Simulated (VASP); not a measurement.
Here is a VASP 6.6.1 calculation.

INCAR

```
ALGO = Normal
EDIFF = 1E-6
ENCUT = 600
GGA = PE
GGA_COMPAT = False
ISIF = 2
ISMEAR = 0
ISPIN = 2
LASPH = True
LCHARG = False
LMAXMIX = 4
LORBIT = 11
LREAL = False
LWAVE = False
MAGMOM = 0.3 0
NBANDS = 20
NELM = 200
PREC = Accurate
SIGMA = 0.1
```

The input KPOINTS:

```
k-points
0
Gamma
  6 6 6
```

Contents of POSCAR:

```
VN
1.0
    0.0000000000      2.0962819121      2.0962819121
    2.0962819121      0.0000000000      2.0962819121
    2.0962819121      2.0962819121      0.0000000000
V N
1 1
Direct
    0.0000000000      0.0000000000      0.0000000000
    0.5000000000      0.5000000000      0.5000000000
```

Potentials or basis: VASP PAW PBE potentials, release 64 (V_sv, N).

Command:

```console
$ cat potpaw_PBE.64/V_sv/POTCAR potpaw_PBE.64/N/POTCAR > POTCAR
$ mpirun -np 1 vasp_std > vasp.out
```

(1) Predict the pressure.

(2) Predict the net moment.

(3) Predict the site moments.

## Answers

(1) -13.6 GPa.

(2) 0.43 μB per cell.

(3) V +0.42; N -0.02 μB.

Caveat: the k points lie up to 0.43 Å⁻¹ apart.
